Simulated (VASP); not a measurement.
Set up this calculation in VASP 6.6.1, as the native input.

```yaml
Task: relaxation of cell and atoms
Functional: LDA
Potentials_or_basis: VASP PAW LDA potentials, release 64 (Mg, S)
Cutoff: 600 eV
k_mesh: 8 × 8 × 8
Occupations: fermi-dirac, width 0.02 eV
Spin: no spin polarisation
Dipole_correction: no
Further_INCAR_settings: ALGO = Normal; EDIFF = 1e-06; IBRION = 2; EDIFFG = -0.005; NSW = 80; ISIF = 3
```

The structure of MgS lies in POSCAR:

```
MgS
1.0
    0.0000000000      2.6148774647      2.6148774647
    2.6148774647      0.0000000000      2.6148774647
    2.6148774647      2.6148774647      0.0000000000
Mg S
1 1
Direct
    0.0000000000      0.0000000000      0.0000000000
    0.5000000000      0.5000000000      0.5000000000
```

The input as run:

INCAR

```
PREC = Accurate ; ENCUT = 600
EDIFF = 1E-6 ; ISMEAR = -1
SIGMA = 0.02 ; LREAL = F
LASPH = T ; NELM = 60
ALGO = Normal ; ISIF = 3
LWAVE = F ; LCHARG = F
GGA = CA ; IBRION = 2
NSW = 80 ; EDIFFG = -0.005
```

KPOINTS

```
Automatic mesh
0
Gamma
  8 8 8
```

Potentials or basis: VASP PAW LDA potentials, release 64 (Mg, S).

Command:

```console
$ cat potpaw_LDA.64/Mg/POTCAR potpaw_LDA.64/S/POTCAR > POTCAR
$ mpirun -np 1 vasp_std > vasp.out
```

Results of the run:

```yaml
Relaxed_volume: 16.76 Å³/atom
Relaxed_cell: a = 3.619 Å, b = 3.619 Å, c = 3.619 Å, α = 60.00°, β = 60.00°, γ = 60.00°
Space_group_after_relaxing_to_0.05_Å: Fm-3m (No. 225)
Energy_gained_by_relaxing: 17.9 meV/atom
Ionic_steps: 3
Pressure_after_relaxing: 0.0 GPa
Band_gap_on_the_k_mesh: 2.66 eV, indirect (least direct gap 3.89 eV)
```

It took 8.6 s on 1 thread of Intel(R) Xeon(R) 6975P-C (Granite Rapids), on a shared host, peak memory 0.15 GiB.
